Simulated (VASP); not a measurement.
Write the native input for VASP 6.6.1 that does the following.

```yaml
Task: single point
Functional: PBE
Potentials_or_basis: VASP PAW PBE potentials, release 64 (Al, Ca_sv, N)
Cutoff: 520 eV
k_mesh: 1 × 1 × 1, shifted
Occupations: gaussian, width 0.01 eV
Spin: no spin polarisation
Dipole_correction: no
Mended: yes
Further_INCAR_settings: LREAL = Auto; ALGO = Normal; EDIFF = 1e-06; NBANDS = 86; ISYM = -1
```

The structure of CaAl15N15 (a cell with a defect) lies in POSCAR:

```
CaAl15N15
1.0
    6.2595139102      0.0000000601      0.0000000000
   -3.1297570100      5.4208980298      0.0000000000
    0.0000000000      0.0000000000     10.0348065900
Al Ca N
15 1 15
Direct
    0.3406721409      0.1586226301      0.2470655744
    0.3318310300      0.1679648068      0.7574513368
    0.1660368613      0.3328810022      0.9983762128
    0.3372279906      0.6668066633      0.2477179649
    0.1695906732      0.8243526868      0.4961533713
    0.3309840971      0.6689291657      0.7543650506
    0.1633637473      0.8318681191      1.0016437496
    0.8328818619      0.1623468262      0.2476938221
    0.6754000788      0.3300732330      0.4963097145
    0.8301502829      0.1682982729      0.7544614300
    0.6670914256      0.3356438358      1.0016942971
    0.8331365519      0.6661194375      0.2521126136
    0.6618332687      0.8369942287      0.4993946376
    0.8304297918      0.6696512566      0.7472875584
    0.6660472646      0.8327537755      1.0003036800
    0.1886773148      0.3096958877      0.4976710069
    0.1727122500      0.3279453445      0.1927147143
    0.3334940043      0.1654449479      0.9452206364
    0.1651662600      0.3337932410      0.7145090471
    0.3452417479      0.6915025642      0.4311415678
    0.1643862134      0.8262238223      0.1902329884
    0.3315293938      0.6713789048      0.9444720897
    0.1678338280      0.8389134292      0.6872703234
    0.8070080384      0.1534555140      0.4310861290
    0.6729700146      0.3346339549      0.1902884159
    0.8271897901      0.1669723203      0.9444920523
    0.6614669056      0.3326878018      0.6872415323
    0.8318770291      0.6675573079      0.4429490203
    0.6706052035      0.8289634182      0.1876490961
    0.8313700319      0.6676121503      0.9377049837
    0.6641158291      0.8350806188      0.6913394232
```

One way to write it, as run:

INCAR

```
SYSTEM = CaAl15N15
PREC = Accurate
ENCUT = 520
EDIFF = 1E-6
ISMEAR = 0
SIGMA = 0.01
LREAL = Auto
LASPH = .TRUE.
NELM = 120
ALGO = Normal
ISIF = 2
LWAVE = .FALSE.
LCHARG = .FALSE.
GGA = PE
NBANDS = 86
GGA_COMPAT = .FALSE.
ISYM = -1
```

KPOINTS

```
explicit points
1
Reciprocal
  0.25000000   0.25000000   0.25000000 1
```

Potentials or basis: VASP PAW PBE potentials, release 64 (Al, Ca_sv, N).

Launch:

```bash
$ cat potpaw_PBE.64/Al/POTCAR potpaw_PBE.64/Ca_sv/POTCAR potpaw_PBE.64/N/POTCAR > POTCAR
$ mpirun -np 1 vasp_std > vasp.out
```

Results of the run:

The pressure is 4.2 GPa. The largest force is 0.061 eV/Å and the band gap on the k mesh is 1.93 eV.

Run time: 62 s on 1 thread of AMD EPYC 7R13 Processor (Zen 3), on a shared host, peak memory 0.38 GiB.
